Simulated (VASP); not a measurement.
# MgF2 (P4_2/mnm) in VASP: further runs

MgF2 is run at these levels: r2SCAN; tasks: single point.

All numbers are computed with VASP 6.6.1; they aren't measurements. Logs are shortened: lines on timing, memory, paths and dates and some standing lists are left out, and cuts for length are marked.

## (1) The cell of the first run

It takes space group P4_2/mnm (No. 136, tetragonal). Conventional cell: a = 4.528 Å, b = 4.528 Å, c = 2.984 Å, α = 90.00°, β = 90.00°, γ = 90.00°. Within 2.6 Å of Mg (site symmetry mmm) lie 6 F at 1.94 to 1.95 Å. F (site symmetry m2m) has 3 Mg at 1.94 to 1.95 Å and 1 F at 2.52 Å within 2.6 Å.

## (2) Single point, r2SCAN (10.19 Å³/atom)

Input file POSCAR:

```
MgF2
1.0
    4.5276629246      0.0000000000      0.0000000000
    0.0000000000      4.5276629246      0.0000000000
    0.0000000000      0.0000000000      2.9839285535
Mg F
2 4
Direct
    0.0000000000      0.0000000000      0.0000000000
    0.5000000000      0.5000000000      0.5000000000
    0.3029506050      0.3029506050      0.0000000000
    0.1970493950      0.8029506050      0.5000000000
    0.6970493950      0.6970493950      0.0000000000
    0.8029506050      0.1970493950      0.5000000000
```

Input file INCAR.step1:

```
  PREC = Accurate
  ENCUT = 660
  ISMEAR = 0
  SIGMA = 0.01
  LREAL = F
  LASPH = T
  NELM = 120
  NBANDS = 25
  GGA = PE
  ALGO = Normal
  EDIFF = 1E-5
  LWAVE = T
  LCHARG = F
  GGA_COMPAT = F
```

Input file INCAR.step2:

```
  PREC = Accurate
  ENCUT = 660
  EDIFF = 1E-6
  ISMEAR = 0
  SIGMA = 0.01
  LREAL = F
  LASPH = T
  NELM = 120
  ALGO = Normal
  ISIF = 2
  LWAVE = F
  LCHARG = F
  METAGGA = R2SCAN
  LMIXTAU = T
  NBANDS = 25
  ISTART = 1
  GGA_COMPAT = F
```

Input file KPOINTS:

```
regular mesh
0
Gamma
  4 4 8
```

Potentials or basis: VASP PAW PBE potentials, release 64 (Mg, F).

The run is started by

```
cat potpaw_PBE.64/Mg/POTCAR potpaw_PBE.64/F/POTCAR > POTCAR
cp INCAR.step1 INCAR
mpirun -np 1 vasp_std > vasp.out
cp INCAR.step2 INCAR
mpirun -np 1 vasp_std > vasp.out
```

OUTCAR:

```text
PREC = Accurate
   ENCUT = 660
   EDIFF = 1E-6
   ISMEAR = 0
   LREAL = F
   LASPH = T
   NELM = 120
   ISIF = 2
   METAGGA = R2SCAN
   ISTART = 1

 ion  position               nearest neighbor table
   1  0.000  0.000  0.000-   3 1.94   5 1.94   4 1.95   6 1.95   4 1.95   6 1.95   2 3.53   2 3.53
                             2 3.53   2 3.53   2 3.53   2 3.53   2 3.53   2 3.53
   2  0.500  0.500  0.500-   4 1.94   6 1.94   5 1.95   3 1.95   3 1.95   5 1.95   1 3.53   1 3.53
                             1 3.53   1 3.53   1 3.53   1 3.53   1 3.53   1 3.53
   3  0.303  0.303  0.000-   1 1.94   2 1.95   2 1.95
   4  0.197  0.803  0.500-   2 1.94   1 1.95   1 1.95
   5  0.697  0.697  0.000-   1 1.94   2 1.95   2 1.95
   6  0.803  0.197  0.500-   2 1.94   1 1.95   1 1.95

  LATTYP: Found a simple tetragonal cell.
 ALAT       =     4.5276629246
 C/A-ratio  =     0.6590438827

  Lattice vectors:

 A1 = (   4.5276629246,   0.0000000000,   0.0000000000)
 A2 = (   0.0000000000,   4.5276629246,   0.0000000000)
 A3 = (   0.0000000000,   0.0000000000,   2.9839285535)

Analysis of symmetry for initial positions (statically):
=====================================================================
 Subroutine PRICEL returns:
 Original cell was already a primitive cell.

 Routine SETGRP: Setting up the symmetry group for a
 simple tetragonal supercell.

 Subroutine GETGRP returns: Found 16 space group operations
 (whereof  8 operations were pure point group operations)
 out of a pool of 16 trial point group operations.

The static configuration has the point symmetry D_2h.
 The point group associated with its full space group is D_4h.

Analysis of symmetry for dynamics (positions and initial velocities):
=====================================================================
 Subroutine PRICEL returns:
 Original cell was already a primitive cell.

 Routine SETGRP: Setting up the symmetry group for a
 simple tetragonal supercell.

 Subroutine GETGRP returns: Found 16 space group operations
 (whereof  8 operations were pure point group operations)
 out of a pool of 16 trial point group operations.

The dynamic configuration has the point symmetry D_2h.
 The point group associated with its full space group is D_4h.

 Subroutine INISYM returns: Found 16 space group operations
 (whereof  8 operations are pure point group operations),
 and found     1 'primitive' translations

----------------------------------------------------------------------------------------

                                     Primitive cell

  volume of cell :      61.1697

  direct lattice vectors                    reciprocal lattice vectors
     4.527662925  0.000000000  0.000000000     0.220864498  0.000000000  0.000000000
     0.000000000  4.527662925  0.000000000     0.000000000  0.220864498  0.000000000
     0.000000000  0.000000000  2.983928554     0.000000000  0.000000000  0.335128667

  length of vectors
     4.527662925  4.527662925  2.983928554     0.220864498  0.220864498  0.335128667

  position of ions in fractional coordinates (direct lattice)
     0.000000000  0.000000000  0.000000000
     0.500000000  0.500000000  0.500000000
     0.302950605  0.302950605  0.000000000
     0.197049395  0.802950605  0.500000000
     0.697049395  0.697049395  0.000000000
     0.802950605  0.197049395  0.500000000

  ion indices of the primitive-cell ions
   primitive index   ion index
                 1           1
                 2           2
                 3           3
                 4           4
                 5           5
                 6           6

----------------------------------------------------------------------------------------

 KPOINTS: regular mesh

Automatic generation of k-mesh.
 Grid dimensions read from file:
 generate k-points for:    4    4    8

 Generating k-lattice:

  Cartesian coordinates                     Fractional coordinates (reciprocal lattice)
     0.055216125  0.000000000  0.000000000     0.250000000  0.000000000  0.000000000
     0.000000000  0.055216125  0.000000000     0.000000000  0.250000000  0.000000000
     0.000000000  0.000000000  0.041891083     0.000000000  0.000000000  0.125000000

  Length of vectors
     0.055216125  0.055216125  0.041891083

  Shift w.r.t. Gamma in fractional coordinates (k-lattice)
     0.000000000  0.000000000  0.000000000

 Subroutine IBZKPT returns following result:
 ===========================================

 Found     30 irreducible k-points:

 Following reciprocal coordinates:
            Coordinates               Weight
  0.000000  0.000000  0.000000      1.000000
  0.250000  0.000000  0.000000      4.000000
  0.500000  0.000000  0.000000      2.000000
  0.250000  0.250000  0.000000      4.000000
  0.500000  0.250000  0.000000      4.000000
  0.500000  0.500000  0.000000      1.000000
[... 16 lines left out ...]
  0.500000  0.250000  0.375000      8.000000
  0.500000  0.500000  0.375000      2.000000
 [... further k-points ...]
   k-points           NKPTS =     30   k-points in BZ     NKDIM =     30   number of bands    NBANDS=     25
   number of dos      NEDOS =    301   number of ions     NIONS =      6
   total plane-waves  NPLWV =  44800
   dimension x,y,z NGX =    40 NGY =   40 NGZ =   28
   dimension x,y,z NGXF=    80 NGYF=   80 NGZF=   56
   ions per type =               2   4
   NGX,Y,Z   is equivalent  to a cutoff of  14.69, 14.69, 15.60 a.u.
   NGXF,Y,Z  is equivalent  to a cutoff of  29.37, 29.37, 31.20 a.u.
 SYSTEM =  unknown system
   PREC   = accura    normal or accurate (medium, high low for compatibility)
   ISTART =      1    job   : 0-new  1-cont  2-samecut
   ICHARG =      0    charge: 1-file 2-atom 10-const
   ISPIN  =      1    spin polarized calculation?
   LNONCOLLINEAR =      F non collinear calculations
   LSORBIT =      F    spin-orbit coupling
   LASPH  =      T    aspherical Exc in radial PAW
   ENCUT  =  660.0 eV  48.51 Ry    6.96 a.u.   9.48  9.48  6.25*2*pi/ulx,y,z
   NELM   =    120;   NELMIN=  2; NELMDL=  0     # of ELM steps
   EDIFF  = 0.1E-05   stopping-criterion for ELM
   LREAL  =      F    real-space projection
   EDIFFG = 0.1E-04   stopping-criterion for IOM
   NSW    =      0    number of steps for IOM
   IBRION =     -1    ionic relax: 0-MD 1-quasi-New 2-CG
   NFREE  =      0    steps in history (QN), initial steepest desc. (CG)
   ISIF   =      2    stress and relaxation
   ISYM   =      2    0-nonsym 1-usesym 2-fastsym
   POTIM  = 0.5000    time-step for ionic-motion
   TEBEG  =    0.0;   TEEND  =   0.0 temperature during run
   PSTRESS=    0.0 pullay stress
   NELECT =      32.0000    total number of electrons
   NUPDOWN=      -1.0000    fix difference up-down
   EMIN   =  10.00;   EMAX   =-10.00  energy-range for DOS
   EFERMI =   0.00;   METHOD = LEGACY
   ISMEAR =     0;   SIGMA  =   0.01  broadening in eV -4-tet -1-fermi 0-gaus
   EFERMI_NEDOS =   21; number of points for ismear=-14 and -15
   IALGO  =     38    algorithm
   IMIX   =      4    mixing-type and parameters
     AMIX     =   0.40;   BMIX     =  1.00
     AMIX_MAG =   1.60;   BMIX_MAG =  1.00
  volume/ion in A,a.u.               =      10.19        68.80
  Fermi-wavevector in a.u.,A,eV,Ry     =   1.319105  2.492747 23.674646  1.740037
  Thomas-Fermi vector in A             =   2.449027
   LORBIT       =      0    0 simple, 1 ext, 2 COOP (PROOUT), +10 PAW based schemes
   METAGGA = R2SCAN    functional components
   LHFCALC =     F    Hartree Fock is set to
   AEXX    =    0.0000 exact exchange contribution
   IVDW    =     0    specifies the selected vdW correction
   LEPSILON=     F    determine dielectric tensor
   LRPA    =     F    only Hartree local field effects (RPA)
 non-spin polarized calculation
 Gauss-broadening in eV      SIGMA  =   0.01
  energy-cutoff  :      660.00
  volume of cell :       61.17
 maximum number of plane-waves:      2377
 NGX is ok and might be reduce to    40
   NGX = 19   NGY = 19   NGZ = 13

 number of electron      32.0000001 magnetization

 Free energy of the ion-electron system (eV)
  ---------------------------------------------------
  ext. energy  EPLUGINS =         0.00000000
  ---------------------------------------------------
  free energy    TOTEN  =       -43.79139760 eV

  energy without entropy =      -43.79139760  energy(sigma->0) =      -43.79139760

 E-fermi :  -1.3623     XC(G=0): -10.5827

 val. band max:       -1.4633341183   @ k =   0.0000   0.0000   0.0000
 cond. band min:       7.0267884277   @ k =   0.0000   0.0000   0.0000
 fundamental gap:      8.4901225459
 Fermi energy:        -1.3623316852

 k-point     1 :       0.0000    0.0000    0.0000
  band No.  band energies     occupation
      1     -23.5781      2.00000
      2     -22.6725      2.00000
      3     -22.6725      2.00000
      4     -22.5718      2.00000
      5      -5.7571      2.00000
      6      -4.2427      2.00000
[... 17 lines left out ...]
     24      19.2063      0.00000
     25      19.2063      0.00000

 k-point     2 :       0.2500    0.0000    0.0000
  band No.  band energies     occupation
      1     -23.4675      2.00000
      2     -22.8602      2.00000
      3     -22.6429      2.00000
      4     -22.5391      2.00000
      5      -5.5252      2.00000
      6      -4.3132      2.00000
[... 17 lines left out ...]
     24      18.6088      0.00000
     25      19.1413      0.00000

 k-point     3 :       0.5000    0.0000    0.0000
  band No.  band energies     occupation
      1     -23.1845      2.00000
      2     -23.1845      2.00000
      3     -22.5777      2.00000
      4     -22.5777      2.00000
      5      -4.9909      2.00000
      6      -4.9909      2.00000
[... 17 lines left out ...]
     24      18.0608      0.00000
     25      18.7747      0.00000

 k-point     4 :       0.2500    0.2500    0.0000
  band No.  band energies     occupation
      1     -23.3691      2.00000
      2     -22.8918      2.00000
      3     -22.7038      2.00000
      4     -22.5583      2.00000
      5      -5.3231      2.00000
      6      -4.4358      2.00000
[... 17 lines left out ...]
     24      18.8364      0.00000
     25      18.9692      0.00000

 k-point     5 :       0.5000    0.2500    0.0000
  band No.  band energies     occupation
      1     -23.1240      2.00000
      2     -23.1240      2.00000
      3     -22.6441      2.00000
      4     -22.6441      2.00000
      5      -4.8782      2.00000
      6      -4.8782      2.00000
[... 17 lines left out ...]
     24      18.1514      0.00000
     25      18.8960      0.00000

 k-point     6 :       0.5000    0.5000    0.0000
  band No.  band energies     occupation
      1     -23.0393      2.00000
      2     -23.0393      2.00000
      3     -22.7348      2.00000
      4     -22.7348      2.00000
      5      -4.7327      2.00000
      6      -4.7327      2.00000
[... 17 lines left out ...]
     24      17.9545      0.00000
     25      18.6341      0.00000
[... 393 lines left out ...]
 k-point    21 :       0.5000    0.0000    0.3750
  band No.  band energies     occupation
      1     -22.9109      2.00000
      2     -22.9109      2.00000
      3     -22.6155      2.00000
      4     -22.6155      2.00000
      5      -4.6638      2.00000
      6      -4.6638      2.00000
[... 17 lines left out ...]
     24      16.4169      0.00000
     25      17.7010      0.00000

 k-point    22 :       0.2500    0.2500    0.3750
  band No.  band energies     occupation
      1     -23.0104      2.00000
      2     -22.7947      2.00000
      3     -22.6266      2.00000
      4     -22.6190      2.00000
      5      -5.1206      2.00000
      6      -4.8158      2.00000
[... 17 lines left out ...]
     24      16.6147      0.00000
     25      17.3806      0.00000

 k-point    23 :       0.5000    0.2500    0.3750
  band No.  band energies     occupation
      1     -22.8920      2.00000
      2     -22.8920      2.00000
      3     -22.6326      2.00000
      4     -22.6326      2.00000
      5      -5.1311      2.00000
      6      -5.1311      2.00000
[... 17 lines left out ...]
     24      16.4696      0.00000
     25      17.7455      0.00000

 k-point    24 :       0.5000    0.5000    0.3750
  band No.  band energies     occupation
      1     -22.8702      2.00000
      2     -22.8702      2.00000
      3     -22.6527      2.00000
      4     -22.6527      2.00000
      5      -5.3250      2.00000
      6      -5.3250      2.00000
[... 17 lines left out ...]
     24      15.9649      0.00000
     25      18.3044      0.00000

 [... further k-points ...]

------------------------ aborting loop because EDIFF is reached ----------------------------------------

  FORCE on cell =-STRESS in cart. coord.  units (eV):
  Direction    XX          YY          ZZ          XY          YZ          ZX
  --------------------------------------------------------------------------------------
  -------------------------------------------------------------------------------------
  Total        2.1991988      2.1991988      2.5514238     -0.0000000      0.0000000      0.0000000
  in kB       57.6021217     57.6021217     66.8277106     -0.0000000      0.0000000      0.0000000
  external PRESSURE =      60.6773180 kB  Pullay stress =       0.0000000 kB

 VOLUME and BASIS-vectors are now :
 -----------------------------------------------------------------------------
  energy-cutoff  :      660.00
  volume of cell :       61.17
      direct lattice vectors                 reciprocal lattice vectors
     4.527662925  0.000000000  0.000000000     0.220864498  0.000000000  0.000000000
     0.000000000  4.527662925  0.000000000     0.000000000  0.220864498  0.000000000
     0.000000000  0.000000000  2.983928554     0.000000000  0.000000000  0.335128667

 POSITION                                       TOTAL-FORCE (eV/Angst)
 -----------------------------------------------------------------------------------
      0.00000      0.00000      0.00000        -0.000000     -0.000000      0.000000
      2.26383      2.26383      1.49196        -0.000000     -0.000000      0.000000
      1.37166      1.37166      0.00000        -0.067362     -0.067362      0.000000
      0.89217      3.63549      1.49196         0.067362     -0.067362      0.000000
      3.15600      3.15600      0.00000         0.067362      0.067362      0.000000
      3.63549      0.89217      1.49196        -0.067362      0.067362      0.000000
 -----------------------------------------------------------------------------------
    total drift:                                0.000000     -0.000000     -0.000000

  FREE ENERGIE OF THE ION-ELECTRON SYSTEM (eV)
  ---------------------------------------------------
  free  energy   TOTEN  =       -43.7913976006 eV

  energy  without entropy=      -43.7913976006  energy(sigma->0) =      -43.79139760
```

Wall time 1.7 min (1 thread of Intel Xeon 6975P-C (Granite Rapids), shared host); peak memory 0.24 GiB.

Results:

| Quantity | Value |
| --- | --- |
| Free energy | -43.7914 eV |
| Pressure | 6.1 GPa |
| Largest force | 0.095 eV/Å |
| Band gap on the k mesh | 8.49 eV |

Forces in eV/Å, atoms in the order of the input:
```
Mg   0.000  0.000  0.000
Mg   0.000  0.000  0.000
F   -0.067 -0.067  0.000
F    0.067 -0.067  0.000
F    0.067  0.067  0.000
F   -0.067  0.067  0.000
```

Stress tensor (GPa, compression positive):
```
5.76 0.00 0.00
0.00 5.76 0.00
0.00 0.00 6.68
```

Levels at points of the mesh, in eV from the valence-band top:
| k point | band 13 | band 14 | band 15 | band 16 | band 17 | band 18 | band 19 | band 20 |
| --- | --- | --- | --- | --- | --- | --- | --- | --- |
| (0.00, 0.00, 0.00) | -0.74 | -0.33 | -0.33 | 0.00 | 8.49 | 13.73 | 13.73 | 15.17 |
| (0.50, 0.00, 0.00) | -1.03 | -1.03 | -0.41 | -0.41 | 11.00 | 11.00 | 15.03 | 15.03 |
| (0.50, 0.50, 0.00) | -1.00 | -1.00 | -0.87 | -0.87 | 12.69 | 12.69 | 13.02 | 13.02 |
| (0.00, 0.00, 0.50) | -1.29 | -1.29 | -0.95 | -0.95 | 13.43 | 13.43 | 16.55 | 16.55 |
| (0.50, 0.00, 0.50) | -0.79 | -0.79 | -0.74 | -0.74 | 14.30 | 14.30 | 15.21 | 15.21 |
| (0.50, 0.50, 0.50) | -0.68 | -0.68 | -0.51 | -0.51 | 14.64 | 14.64 | 15.28 | 15.28 |

Caveat: the cell stands under pressure; the PAW data sets were made with another functional, which shifts forces and pressure a little. A k mesh can miss the band edges.

(Continued in part 2 of 3.)
